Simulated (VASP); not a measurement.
Ag3BrCl2: single point with PBE

Ag3BrCl2:

```
CELL_PARAMETERS angstrom
6.51353 0.00000 0.00000
-3.25677 5.64088 0.00000
0.00000 0.00000 3.93167
ATOMIC_POSITIONS crystal
Ag 0.50000 0.00000 0.50000
Ag 0.50000 0.50000 0.50000
Ag 0.00000 0.50000 0.50000
Br 0.00000 0.00000 0.00000
Cl 0.33333 0.66667 0.00000
Cl 0.66667 0.33333 0.00000
```

```
Program                : VASP 6.6.1
Task                   : single point
Functional             : PBE
Potentials or basis    : VASP PAW PBE potentials, release 64 (Ag, Br, Cl)
Cutoff                 : 520 eV
k mesh                 : 3 × 3 × 4
Occupations            : gaussian, width 0.1 eV
Spin                   : no spin polarisation
Dipole correction      : no
Further INCAR settings : ALGO = Normal; EDIFF = 1e-06; NBANDS = 36
```

```yaml
Pressure: -0.1 GPa
Band_gap_on_the_k_mesh: zero (band 27 reaches 3.05 eV, above the bottom of band 28 at 3.00 eV)
```

Stress tensor (GPa, compression positive):
```
-0.03  0.00  0.00
 0.00 -0.03  0.00
 0.00  0.00 -0.36
```

Levels at points of the mesh, in eV from the Fermi level:
| k point | band 24 | band 25 | band 26 | band 27 | band 28 | band 29 | band 30 | band 31 |
| --- | --- | --- | --- | --- | --- | --- | --- | --- |
| (0.00, 0.00, 0.00) | -1.03 | -1.03 | -0.24 | -0.20 | -0.12 | 3.59 | 4.98 | 4.98 |
| (0.00, 0.00, 0.50) | -1.08 | -1.08 | -0.41 | -0.41 | 2.93 | 2.93 | 3.65 | 3.65 |

Run time: 94 s on 1 thread of AMD EPYC 7R13, on a shared host, peak memory 0.23 GiB.

Caveat: the k points lie up to 0.40 Å⁻¹ apart.
